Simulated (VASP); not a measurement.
Wanted: the native input for a VASP 6.6.1 run.

- Task: single point
- Functional: PBE
- Potentials or basis: VASP PAW PBE potentials, release 64 (Ta_pv, O)
- Cutoff: 520 eV
- k mesh: 4 × 4 × 4
- Occupations: gaussian, width 0.1 eV
- Spin: collinear spin, ferromagnetic start
- Starting moments: [1.0, 1.0, 1.0, 1.0, 0.0] μB
- Dipole correction: no
- Further INCAR settings: ALGO = Normal; EDIFF = 1e-06; NBANDS = 37

The structure of Ta4O lies in POSCAR:

```
Ta4O
1.0
    4.2679820300      0.0000000000      0.0000000000
    0.0000000000      4.2679820300      0.0000000000
    0.0000000000      0.0000000000      4.2679820300
Ta O
4 1
Direct
    0.0000000000      0.0000000000      0.0000000000
    0.5000000000      0.5000000000      0.0000000000
    0.5000000000      0.0000000000      0.5000000000
    0.0000000000      0.5000000000      0.5000000000
    0.5000000000      0.5000000000      0.5000000000
```

The input as run:

INCAR

```
ALGO = Normal
EDIFF = 1E-6
ENCUT = 520
GGA = PE
ISIF = 2
ISMEAR = 0
ISPIN = 2
LASPH = True
LCHARG = True
LELF = True
LMAXMIX = 4
LORBIT = 11
LREAL = False
LVHAR = True
LWAVE = False
MAGMOM = 1 1 1 1 0
NBANDS = 37
NELM = 150
PREC = Accurate
SIGMA = 0.1
```

KPOINTS

```
k-points
0
Gamma
  4 4 4
```

Potentials or basis: VASP PAW PBE potentials, release 64 (Ta_pv, O).

Launch:

```sh
$ cat potpaw_PBE.64/Ta_pv/POTCAR potpaw_PBE.64/O/POTCAR > POTCAR
$ mpirun -np 1 vasp_std > vasp.out
```

It gave:

```yaml
Pressure: 4.1 GPa
Band_gap_on_the_k_mesh: zero (filled and empty bands overlap)
Net_moment: 0.00 μB per cell
Valence_electrons_inside_the_program's_atomic_spheres: Ta 8.78, 8.89; O 5.13
```

Caveat: the k points lie up to 0.37 Å⁻¹ apart; spin-orbit coupling is left out, which moves the levels of the heavy elements.

Run time: 51 s on 1 thread of Intel Xeon 6975P-C (shared host), peak memory 0.22 GiB.
